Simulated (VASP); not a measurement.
Si, 7 atoms in the cell. The typed cell holds 7 atoms: a = 5.430 Å, b = 5.430 Å, c = 5.430 Å, α = 90.00°, β = 90.00°, γ = 90.00°. 

| Property | Result |
| --- | --- |
| Program | VASP 6.6.1 |
| Task | single point |
| Functional | PBE |
| Potentials or basis | VASP PAW PBE potentials, release 64 (Si) |
| Cutoff | 500 eV |
| k mesh | 1 × 1 × 1 |
| Occupations | fermi-dirac, width 0.01 eV |
| Spin | no spin polarisation |
| Dipole correction | no |
| Further INCAR settings | ALGO = Normal; EDIFF = 1e-06; NBANDS = 23 |

Potentials or basis: VASP PAW PBE potentials, release 64 (Si).

Launch:

```sh
$ cat potpaw_PBE.64/Si/POTCAR > POTCAR
$ mpirun -np 1 vasp_gam > vasp.out
```

Hardware: 1 thread of AMD EPYC 7R43 64-Core Processor (Zen 3), with other jobs on the host.

Task: How long does it take, and how much memory?

Result: Run time: 15 s on 1 thread of AMD EPYC 7R43 64-Core Processor (Zen 3), on a shared host, peak memory 0.17 GiB. Counts: scf iterations 20, k points 1.
